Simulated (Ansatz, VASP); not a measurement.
## Two plane-wave programs on MgS

INCAR

```
ALGO = Normal
EDIFF = 1E-6
ENCUT = 520
GGA = PE
ISIF = 2
ISMEAR = 0
LASPH = True
LCHARG = False
LREAL = False
LWAVE = False
NBANDS = 11
NELM = 80
PREC = Accurate
SIGMA = 0.02
```

KPOINTS

```
k-points
0
Gamma
  8 8 8
```

Contents of POSCAR:

```
MgS
1.0
    0.0000000000      2.6147247329      2.6147247329
    2.6147247329      0.0000000000      2.6147247329
    2.6147247329      2.6147247329      0.0000000000
Mg S
1 1
Direct
    0.5000000000      0.5000000000      0.5000000000
    0.0000000000      0.0000000000      0.0000000000
```

Input for Ansatz:

```yaml
crystal:
  lattice:
    - [0.0, 2.6147247329, 2.6147247329]
    - [2.6147247329, 0.0, 2.6147247329]
    - [2.6147247329, 2.6147247329, 0.0]
  atoms:
    - { symbol: Mg, position: [0.5, 0.5, 0.5] }
    - { symbol: S, position: [0.0, 0.0, 0.0] }
basis:
  ecutwfc: 420
kpoints:
  mp_grid: { grid: [8, 8, 8] }
hamiltonian:
  xc: pbe
scf:
  occupations: { method: gaussian, width: 0.02 }
output:
  forces: false
  stress: false
  eigenvalues: true
  eigenstates:
    kpoints:
      - [0.0, 0.0, 0.0]
      - [0.0, 0.008322927, 0.008322927]
      - [0.0, -0.008322927, -0.008322927]
      - [0.008322927, 0.0, 0.008322927]
      - [-0.008322927, 0.0, -0.008322927]
      - [0.008322927, 0.008322927, 0.0]
      - [-0.008322927, -0.008322927, 0.0]
      - [0.005885198, 0.005885198, 0.011770397]
      - [-0.005885198, -0.005885198, -0.011770397]
      - [0.005885198, 0.011770397, 0.005885198]
      - [-0.005885198, -0.011770397, -0.005885198]
      - [0.011770397, 0.005885198, 0.005885198]
      - [-0.011770397, -0.005885198, -0.005885198]
      - [0.009610489, 0.009610489, 0.009610489]
      - [-0.009610489, -0.009610489, -0.009610489]
      - [0.0, 0.5, 0.5]
      - [0.0, 0.508322927, 0.508322927]
      - [0.0, 0.491677073, 0.491677073]
      - [0.008322927, 0.5, 0.508322927]
      - [-0.008322927, 0.5, 0.491677073]
      - [0.008322927, 0.508322927, 0.5]
      - [-0.008322927, 0.491677073, 0.5]
      - [0.005885198, 0.505885198, 0.511770397]
      - [-0.005885198, 0.494114802, 0.488229603]
      - [0.005885198, 0.511770397, 0.505885198]
      - [-0.005885198, 0.488229603, 0.494114802]
      - [0.011770397, 0.505885198, 0.505885198]
      - [-0.011770397, 0.494114802, 0.494114802]
      - [0.009610489, 0.509610489, 0.509610489]
      - [-0.009610489, 0.490389511, 0.490389511]
    e_range: [-4.257882, 4.257882]
checkpoint:
  read: start.run
  write: ck
  compress: false
  write_wavefunctions: false
  write_every: 100000
```

Alike in both runs: task single point; functional PBE; k mesh 8 × 8 × 8; occupations gaussian, width 0.02 eV; no spin polarisation.

|  | VASP | Ansatz |
| --- | --- | --- |
| version | VASP 6.6.1 | Ansatz 0.2.0 |
| potentials or method | VASP PAW PBE potentials, release 64 (Mg, S), cutoff 520 eV | scalar-relativistic, plane waves, PAW |
| valence electrons in the cell | 8 | 16 |

```tsv
	VASP	Ansatz	Ansatz less VASP
gap on the k mesh at the Fermi level (eV)	2.74	2.76	+0.015
least direct gap on the mesh (eV)	3.59	3.60	+0.012
```

The functional is the same, so the differences come from potentials, cutoffs and numerics. VASP's potentials hold 8 valence electrons a cell and Ansatz's 16, so a difference there can come from the potentials and not from the codes.
